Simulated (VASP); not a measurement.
# ZnSe (F-43m) in VASP: a series of runs, part 2 of 2

VASP 6.6.1. Earlier steps stand in the parts before.

## Step 4: Electric field gradients, PBE (volume scaled by 1.03)

INCAR

```
SYSTEM = ZnSe
PREC = Accurate ; ENCUT = 520
EDIFF = 1E-8 ; ISMEAR = -1
SIGMA = 0.03 ; LREAL = .False.
LASPH = .True. ; NELM = 80
ALGO = Normal ; ISIF = 2
LWAVE = .False. ; LCHARG = .False.
GGA = PE ; LEFG = .True.
NBANDS = 16
```

KPOINTS

```
Automatic mesh
0
Gamma
  8 8 8
  0 0 0
```

POSCAR

```
ZnSe
1.0
    0.0000000000      2.8618592506      2.8618592506
    2.8618592506      0.0000000000      2.8618592506
    2.8618592506      2.8618592506      0.0000000000
Zn Se
1 1
Direct
    0.0000000000      0.0000000000      0.0000000000
    0.7500000000      0.7500000000      0.7500000000
```

Potentials or basis: VASP PAW PBE potentials, release 64 (Zn, Se).

Command:

```console
$ cat potpaw_PBE.64/Zn/POTCAR potpaw_PBE.64/Se/POTCAR > POTCAR
$ mpirun -np 1 vasp_std > vasp.out
```

OUTCAR:

```text
SYSTEM = ZnSe
   PREC = Accurate
   ENCUT = 520
   EDIFF = 1E-8
   ISMEAR = -1
   LREAL = .False.
   LASPH = .True.
   NELM = 80
   ISIF = 2
   GGA = PE

 ion  position               nearest neighbor table
   1  0.000  0.000  0.000-   2 2.48   2 2.48   2 2.48   2 2.48
   2  0.750  0.750  0.750-   1 2.48   1 2.48   1 2.48   1 2.48

  LATTYP: Found a face centered cubic cell.
 ALAT       =     5.7237185012

  Lattice vectors:

 A1 = (   0.0000000000,   2.8618592506,   2.8618592506)
 A2 = (   2.8618592506,   0.0000000000,   2.8618592506)
[... 667 lines left out ...]
  ---------------------------------------------------
  free  energy   TOTEN  =        -6.0319717238 eV

  energy  without entropy=       -6.0319717237  energy(sigma->0) =       -6.03197172

 Electric field gradients (V/A^2)
---------------------------------------------------------------------
 ion       V_xx      V_yy      V_zz      V_xy      V_xz      V_yz
---------------------------------------------------------------------
   1       0.000    -0.000     0.000    -0.001    -0.001    -0.001
   2      -0.000    -0.000     0.000     0.000     0.000     0.000
---------------------------------------------------------------------

 Electric field gradients after diagonalization (V/A^2)
 (convention: |V_zz| > |V_xx| > |V_yy|)
----------------------------------------------------------------------
 ion       V_xx      V_yy      V_zz     asymmetry (V_yy - V_xx)/ V_zz
----------------------------------------------------------------------
   1       0.001     0.001    -0.001       0.000
   2      -0.000    -0.000     0.000       0.000
----------------------------------------------------------------------

           NMR quadrupolar parameters

 Cq : quadrupolar parameter    Cq=e*Q*V_zz/h
 eta: asymmetry parameters     (V_yy - V_xx)/ V_zz
 Q  : nuclear electric quadrupole moment in mb (millibarn)
----------------------------------------------------------------------
 ion       Cq(MHz)       eta       Q (mb)
----------------------------------------------------------------------
   1      -0.000       0.000       1.000
   2       0.000       0.000       1.000
----------------------------------------------------------------------
```

OSZICAR:

```text
N       E                     dE             d eps       ncg     rms          rms(c)
DAV:   1     0.870020650031E+02    0.87002E+02   -0.88115E+03   928   0.127E+03
DAV:   2    -0.765540471504E+00   -0.87768E+02   -0.82150E+02  1040   0.246E+02
DAV:   3    -0.627729828936E+01   -0.55118E+01   -0.54897E+01  1136   0.607E+01
DAV:   4    -0.632120068068E+01   -0.43902E-01   -0.43899E-01  1104   0.581E+00
DAV:   5    -0.632141095569E+01   -0.21028E-03   -0.21027E-03  1168   0.368E-01    0.450E+00
DAV:   6    -0.605015679371E+01    0.27125E+00   -0.53327E-01  1368   0.233E+01    0.346E+00
DAV:   7    -0.603177349305E+01    0.18383E-01   -0.14913E-01  1072   0.341E+00    0.148E+00
DAV:   8    -0.603161103476E+01    0.16246E-03   -0.42450E-03  1224   0.623E-01    0.437E-01
DAV:   9    -0.603186756749E+01   -0.25653E-03   -0.10588E-03  1080   0.245E-01    0.672E-02
DAV:  10    -0.603197023461E+01   -0.10267E-03   -0.16114E-04  1160   0.974E-02    0.177E-02
DAV:  11    -0.603197034253E+01   -0.10792E-06   -0.29774E-05  1136   0.478E-02    0.484E-03
DAV:  12    -0.603197159694E+01   -0.12544E-05   -0.41636E-06  1168   0.133E-02    0.312E-03
DAV:  13    -0.603197168437E+01   -0.87438E-07   -0.57520E-07  1128   0.571E-03    0.676E-04
DAV:  14    -0.603197172792E+01   -0.43542E-07   -0.49726E-08  1248   0.284E-03    0.524E-04
DAV:  15    -0.603197172378E+01    0.41332E-08   -0.81147E-09   904   0.164E-03
   1 F= -.60319717E+01 E0= -.60319717E+01  d E =-.336394E-10
```

It took 37 s on 1 thread of AMD EPYC 7R43 (Zen 3), shared host; peak memory 0.14 GiB.

What came out:

```
Free energy            : -6.0320 eV
Pressure               : 0.5 GPa
Band gap on the k mesh : 1.17 eV, direct
```

Caveat: without QUAD_EFG the Cq values of the log hold for a quadrupole moment of 1 mb, not for the nuclei.

## Step 5: Electric field gradients, PBE (volume scaled by 0.94)

INCAR

```
SYSTEM = ZnSe
PREC = Accurate
ENCUT = 520
EDIFF = 1E-8
ISMEAR = -1
SIGMA = 0.03
LREAL = .False.
LASPH = .True.
NELM = 100
ALGO = Normal
ISIF = 2
LWAVE = .False.
LCHARG = .False.
GGA = PE
LEFG = .True.
NBANDS = 16
```

KPOINTS

```
regular mesh
0
Gamma
  8 8 8
  0 0 0
```

POSCAR

```
ZnSe
1.0
    0.0000000000      2.7759511149      2.7759511149
    2.7759511149      0.0000000000      2.7759511149
    2.7759511149      2.7759511149      0.0000000000
Zn Se
1 1
Direct
    0.0000000000      0.0000000000      0.0000000000
    0.7500000000      0.7500000000      0.7500000000
```

Potentials or basis: VASP PAW PBE potentials, release 64 (Zn, Se).

Command:

```console
$ cat potpaw_PBE.64/Zn/POTCAR potpaw_PBE.64/Se/POTCAR > POTCAR
$ mpirun -np 1 vasp_std > vasp.out
```

OUTCAR:

```text
SYSTEM = ZnSe
   PREC = Accurate
   ENCUT = 520
   EDIFF = 1E-8
   ISMEAR = -1
   LREAL = .False.
   LASPH = .True.
   NELM = 100
   ISIF = 2
   GGA = PE

 ion  position               nearest neighbor table
   1  0.000  0.000  0.000-   2 2.40   2 2.40   2 2.40   2 2.40
   2  0.750  0.750  0.750-   1 2.40   1 2.40   1 2.40   1 2.40

  LATTYP: Found a face centered cubic cell.
 ALAT       =     5.5519022298

  Lattice vectors:

 A1 = (   0.0000000000,   2.7759511149,   2.7759511149)
 A2 = (   2.7759511149,   0.0000000000,   2.7759511149)
 A3 = (   2.7759511149,   2.7759511149,   0.0000000000)

Analysis of symmetry for initial positions (statically):
=====================================================================
 Subroutine PRICEL returns:
 Original cell was already a primitive cell.

 Routine SETGRP: Setting up the symmetry group for a
 face centered cubic supercell.

 Subroutine GETGRP returns: Found 24 space group operations
 (whereof 24 operations were pure point group operations)
 out of a pool of 48 trial point group operations.

The static configuration has the point symmetry T_d .

Analysis of symmetry for dynamics (positions and initial velocities):
=====================================================================
 Subroutine PRICEL returns:
 Original cell was already a primitive cell.

 Routine SETGRP: Setting up the symmetry group for a
 face centered cubic supercell.

 Subroutine GETGRP returns: Found 24 space group operations
 (whereof 24 operations were pure point group operations)
 out of a pool of 48 trial point group operations.

The dynamic configuration has the point symmetry T_d .

 Subroutine INISYM returns: Found 24 space group operations
 (whereof 24 operations are pure point group operations),
 and found     1 'primitive' translations

----------------------------------------------------------------------------------------

                                     Primitive cell

  volume of cell :      42.7824

  direct lattice vectors                    reciprocal lattice vectors
     0.000000000  2.775951115  2.775951115    -0.180118446  0.180118446  0.180118446
     2.775951115  0.000000000  2.775951115     0.180118446 -0.180118446  0.180118446
     2.775951115  2.775951115  0.000000000     0.180118446  0.180118446 -0.180118446

  length of vectors
     3.925787715  3.925787715  3.925787715     0.311974299  0.311974299  0.311974299

  position of ions in fractional coordinates (direct lattice)
     0.000000000  0.000000000  0.000000000
     0.750000000  0.750000000  0.750000000

  ion indices of the primitive-cell ions
   primitive index   ion index
                 1           1
                 2           2

----------------------------------------------------------------------------------------

 KPOINTS: regular mesh

Automatic generation of k-mesh.
 Grid dimensions read from file:
 generate k-points for:    8    8    8

 Generating k-lattice:

  Cartesian coordinates                     Fractional coordinates (reciprocal lattice)
[... 60 lines left out ...]
   EDIFF  = 0.1E-07   stopping-criterion for ELM
   LREAL  =      F    real-space projection
   EDIFFG = 0.1E-06   stopping-criterion for IOM
   NSW    =      0    number of steps for IOM
   IBRION =     -1    ionic relax: 0-MD 1-quasi-New 2-CG
   NFREE  =      0    steps in history (QN), initial steepest desc. (CG)
   ISIF   =      2    stress and relaxation
   ISYM   =      2    0-nonsym 1-usesym 2-fastsym
   POTIM  = 0.5000    time-step for ionic-motion
   TEBEG  =    0.0;   TEEND  =   0.0 temperature during run
   PSTRESS=    0.0 pullay stress
   NELECT =      18.0000    total number of electrons
   NUPDOWN=      -1.0000    fix difference up-down
   EMIN   =  10.00;   EMAX   =-10.00  energy-range for DOS
   EFERMI =   0.00;   METHOD = LEGACY
   ISMEAR =    -1;   SIGMA  =   0.03  broadening in eV -4-tet -1-fermi 0-gaus
   EFERMI_NEDOS =   21; number of points for ismear=-14 and -15
   IALGO  =     38    algorithm
   IMIX   =      4    mixing-type and parameters
     AMIX     =   0.40;   BMIX     =  1.00
     AMIX_MAG =   1.60;   BMIX_MAG =  1.00
  volume/ion in A,a.u.               =      21.39       144.36
  Fermi-wavevector in a.u.,A,eV,Ry     =   1.226716  2.318156 20.474468  1.504831
  Thomas-Fermi vector in A             =   2.361706
   LORBIT       =      0    0 simple, 1 ext, 2 COOP (PROOUT), +10 PAW based schemes
   GGA     = PE    functional components
[... 5 lines left out ...]
 non-spin polarized calculation
  energy-cutoff  :      520.00
  volume of cell :       42.78
 maximum number of plane-waves:      1174
 NGX is ok and might be reduce to    30
   NGX = 15   NGY = 15   NGZ = 15

 number of electron      17.9999986 magnetization

 Free energy of the ion-electron system (eV)
  ---------------------------------------------------
  ext. energy  EPLUGINS =         0.00000000
  ---------------------------------------------------
  free energy    TOTEN  =        -5.94186714 eV

  energy without entropy =       -5.94186714  energy(sigma->0) =       -5.94186714

 E-fermi :   2.7323     XC(G=0):  -9.6074

 val. band max:        2.1649409010   @ k =   0.0000   0.0000   0.0000
 cond. band min:       3.7115437025   @ k =   0.0000   0.0000   0.0000
 fundamental gap:      1.5466028015
 Fermi energy:         2.7323106659

 k-point     1 :       0.0000    0.0000    0.0000
  band No.  band energies     occupation
      1     -11.5127      2.00000
      2      -4.6272      2.00000
      3      -4.6272      2.00000
      4      -4.6272      2.00000
      5      -4.1985      2.00000
      6      -4.1985      2.00000
[... 433 lines left out ...]
      3      -4.4671      2.00000
      4      -4.2421      2.00000
      5      -4.1915      2.00000
      6      -3.9598      2.00000
[... 8 lines left out ...]
     15      15.1363      0.00000
     16      16.0221      0.00000

 [... further k-points ...]
[... 5 lines left out ...]
  --------------------------------------------------------------------------------------
  -------------------------------------------------------------------------------------
  Total        1.8926063      1.8926063      1.8926063     -0.0000000     -0.0000000     -0.0000000
  in kB       70.8770180     70.8770180     70.8770180     -0.0000000     -0.0000000     -0.0000000
  external PRESSURE =      70.8770180 kB  Pullay stress =       0.0000000 kB

 VOLUME and BASIS-vectors are now :
 -----------------------------------------------------------------------------
  energy-cutoff  :      520.00
  volume of cell :       42.78
      direct lattice vectors                 reciprocal lattice vectors
     0.000000000  2.775951115  2.775951115    -0.180118446  0.180118446  0.180118446
     2.775951115  0.000000000  2.775951115     0.180118446 -0.180118446  0.180118446
     2.775951115  2.775951115  0.000000000     0.180118446  0.180118446 -0.180118446

 POSITION                                       TOTAL-FORCE (eV/Angst)
 -----------------------------------------------------------------------------------
      0.00000      0.00000      0.00000        -0.000000     -0.000000     -0.000000
      4.16393      4.16393      4.16393         0.000000      0.000000      0.000000
 -----------------------------------------------------------------------------------
    total drift:                               -0.000001     -0.000001     -0.000001

  FREE ENERGIE OF THE ION-ELECTRON SYSTEM (eV)
  ---------------------------------------------------
  free  energy   TOTEN  =        -5.9418671358 eV

  energy  without entropy=       -5.9418671357  energy(sigma->0) =       -5.94186714

 Electric field gradients (V/A^2)
---------------------------------------------------------------------
 ion       V_xx      V_yy      V_zz      V_xy      V_xz      V_yz
---------------------------------------------------------------------
   1      -0.000    -0.000    -0.000     0.005     0.005     0.005
   2       0.000    -0.000     0.000    -0.000    -0.000    -0.000
---------------------------------------------------------------------

 Electric field gradients after diagonalization (V/A^2)
 (convention: |V_zz| > |V_xx| > |V_yy|)
----------------------------------------------------------------------
 ion       V_xx      V_yy      V_zz     asymmetry (V_yy - V_xx)/ V_zz
----------------------------------------------------------------------
   1      -0.005    -0.005     0.010       0.000
   2       0.000     0.000    -0.001       0.000
----------------------------------------------------------------------

           NMR quadrupolar parameters

 Cq : quadrupolar parameter    Cq=e*Q*V_zz/h
 eta: asymmetry parameters     (V_yy - V_xx)/ V_zz
 Q  : nuclear electric quadrupole moment in mb (millibarn)
----------------------------------------------------------------------
 ion       Cq(MHz)       eta       Q (mb)
----------------------------------------------------------------------
   1       0.000       0.000       1.000
   2      -0.000       0.000       1.000
----------------------------------------------------------------------
```

OSZICAR:

```text
N       E                     dE             d eps       ncg     rms          rms(c)
DAV:   1     0.885236758408E+02    0.88524E+02   -0.88561E+03   928   0.133E+03
DAV:   2    -0.685827517923E+00   -0.89210E+02   -0.83068E+02  1032   0.257E+02
DAV:   3    -0.618828964345E+01   -0.55025E+01   -0.54800E+01  1104   0.625E+01
DAV:   4    -0.623114730540E+01   -0.42858E-01   -0.42853E-01  1152   0.578E+00
DAV:   5    -0.623133501398E+01   -0.18771E-03   -0.18771E-03  1160   0.354E-01    0.534E+00
DAV:   6    -0.596261478990E+01    0.26872E+00   -0.53452E-01  1312   0.249E+01    0.402E+00
DAV:   7    -0.594193639237E+01    0.20678E-01   -0.16648E-01  1096   0.372E+00    0.170E+00
DAV:   8    -0.594159912740E+01    0.33726E-03   -0.46923E-03  1248   0.793E-01    0.476E-01
DAV:   9    -0.594176987417E+01   -0.17075E-03   -0.11747E-03  1096   0.263E-01    0.641E-02
DAV:  10    -0.594188520389E+01   -0.11533E-03   -0.26313E-04  1160   0.126E-01    0.283E-02
DAV:  11    -0.594186603484E+01    0.19169E-04   -0.52055E-05  1144   0.690E-02    0.643E-03
DAV:  12    -0.594186673401E+01   -0.69917E-06   -0.70556E-06  1168   0.164E-02    0.256E-03
DAV:  13    -0.594186719404E+01   -0.46003E-06   -0.44304E-07  1096   0.429E-03    0.156E-03
DAV:  14    -0.594186710552E+01    0.88519E-07   -0.25600E-08  1200   0.246E-03    0.896E-04
DAV:  15    -0.594186713469E+01   -0.29165E-07   -0.11942E-08   928   0.750E-04    0.117E-04
DAV:  16    -0.594186713577E+01   -0.10791E-08   -0.19234E-09   568   0.538E-04
   1 F= -.59418671E+01 E0= -.59418671E+01  d E =-.439363E-10
```

Run time: 14 s. Hardware: 1 thread of AMD EPYC 9R45 (Zen 5), shared host; peak memory 0.14 GiB.

Results:

```yaml
Free_energy: -5.9419 eV
Pressure: 7.1 GPa
Band_gap_on_the_k_mesh: 1.55 eV, direct
```

Levels at points of the mesh, in eV from the valence-band top:
```csv
k point,band 5,band 6,band 7,band 8,band 9,band 10,band 11,band 12,band 13,band 14
"(0.00, 0.00, 0.00)",-6.36,-6.36,0.00,0.00,0.00,1.55,5.77,5.77,5.77,10.17
"(0.50, 0.00, 0.00)",-6.34,-6.18,-5.64,-0.96,-0.96,2.65,6.36,6.36,8.73,11.29
"(0.50, 0.50, 0.00)",-6.31,-6.16,-5.03,-2.42,-2.42,2.83,3.44,11.21,11.68,11.68
```

Caveat: without QUAD_EFG the Cq values of the log hold for a quadrupole moment of 1 mb, not for the nuclei.

## Step 6: Overview

```csv
cell,gap on the mesh (eV),pressure (GPa)
"a = 4.008 Å, angles 60.0°, 2 atoms",1.29,2.3
"a = 4.047 Å, angles 60.0°, 2 atoms",1.17,0.5
"a = 3.926 Å, angles 60.0°, 2 atoms",1.55,7.1
```

Alike in all rows: task electric field gradients; level PBE; potentials or basis VASP PAW PBE potentials, release 64 (Zn, Se); no spin polarisation; k mesh 8 × 8 × 8; cutoff (eV) 520; smearing fermi-dirac 0.03 eV.

Total energies depend on the potentials used, so only differences within one code and one set of settings carry meaning.

## Step 7: Comparison with measurements

Step 2. Against the measured gap of ZnSe, 2.695 eV (an exciton energy, a little under the gap; 300 K; “Alloy Disordering Effects on the Thermal Conductivity and Energy Gap Temperature Dependence of Cd1−xZnxSe Ternary Crystals Grown by the Bridgman Method”, 2023, pmc:10253836), the calculated 1.29 eV is off by -1.40 eV. So large a miss can be the level of theory's own, or it may mean another phase, state or a wrong row. Spin-orbit coupling on Se is left out. The value is that of PBE, without temperature or zero-point motion. Semilocal functionals fall short of measured gaps as a rule.

Step 3. Against the measured gap of ZnSe, 2.695 eV (an exciton energy, a little under the gap; 300 K; “Alloy Disordering Effects on the Thermal Conductivity and Energy Gap Temperature Dependence of Cd1−xZnxSe Ternary Crystals Grown by the Bridgman Method”, 2023, pmc:10253836), the calculated 1.29 eV is off by -1.40 eV. So large a miss can be the level of theory's own, or it may mean another phase, state or a wrong row. Spin-orbit coupling on Se is left out. The value is that of PBE, without temperature or zero-point motion. Semilocal functionals fall short of measured gaps as a rule.
